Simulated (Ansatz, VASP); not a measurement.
**One calculation of Cu, two programs**

INCAR

```
PREC     = Accurate       # precision mode
ENCUT    = 820            # plane-wave cutoff, eV
EDIFF    = 1E-6           # SCF threshold, eV
ISMEAR   = -1             # smearing method
SIGMA    = 0.05           # smearing width, eV
LREAL    = F              # projectors in reciprocal space
LASPH    = T              # aspherical terms in the spheres
NELM     = 120            # most SCF steps
ALGO     = Normal         # electronic algorithm
ISIF     = 2              # what is computed and relaxed
LWAVE    = F              # write WAVECAR
LCHARG   = F              # write CHGCAR
GGA      = PE             # functional
NBANDS   = 16             # bands
GGA_COMPAT= F
```

Contents of KPOINTS:

```
regular mesh
0
Gamma
  17 17 16
```

POSCAR

```
Cu
1.0
    2.3556972622      0.0000000000      0.0000000000
   -1.1778486311      2.0400936727      0.0000000000
    0.0000000000      0.0000000000      2.2741441004
Cu
1
Direct
    0.0000000000      0.0000000000      0.0000000000
```

Input for Ansatz:

```yaml
crystal:
  lattice:
    - [2.3556972622, 0.0, 0.0]
    - [-1.1778486311, 2.0400936727, 0.0]
    - [0.0, 0.0, 2.2741441004]
  atoms:
    - { symbol: Cu, position: [0.0, 0.0, 0.0] }
kpoints:
  mp_grid: { grid: [17, 17, 16] }
  band_path:
    path:
      - [0.0, 0.0, 0.0]
      - [0.5, 0.0, 0.0]
      - [0.3333333333, 0.3333333333, 0.0]
      - [0.0, 0.0, 0.0]
      - [0.0, 0.0, 0.5]
      - [0.5, 0.0, 0.5]
      - [0.3333333333, 0.3333333333, 0.5]
      - [0.0, 0.0, 0.5]
      - [0.5, 0.0, 0.5]
    npoints: 8
scf:
  occupations: { method: fermi_dirac, width: 0.05 }
hamiltonian:
  xc: pbe
  pseudopotentials: { kind: paw }
output:
  forces: true
  stress: true
  eigenvalues: true
  populations: true
  dos: { projected: true, de: 0.2, e_range: [-14, 8] }
```

Change from the starting cell: volume scaled by 0.84, PAW files.

Alike in both runs: task single point; functional PBE; k mesh 17 × 17 × 16; occupations fermi-dirac, width 0.05 eV; no spin polarisation.

|  | VASP | Ansatz |
| --- | --- | --- |
| version | VASP 6.6.1 | Ansatz 0.2.0 |
| potentials or method | VASP PAW PBE potentials, release 64 (Cu_sv_GW) | PAW with Ansatz's default frozen-core files, scalar-relativistic |
| plane-wave cutoff (eV) | 820 | 420 |
| valence electrons in the cell | 19 | 19 |

Ansatz gave:

| Quantity | Value |
| --- | --- |
| pressure (GPa) | 31.7 |
| traceless stress, the component that is largest in VASP (GPa) | 0.02 |

Estimate VASP's values.

pressure (GPa): 29.7; traceless stress, the component that is largest in VASP (GPa): 0.06.

Both programs put the cell under a high pressure, so it lies far from rest at this level. With one functional, cell and mesh, what is left measures potentials, basis and numerics.
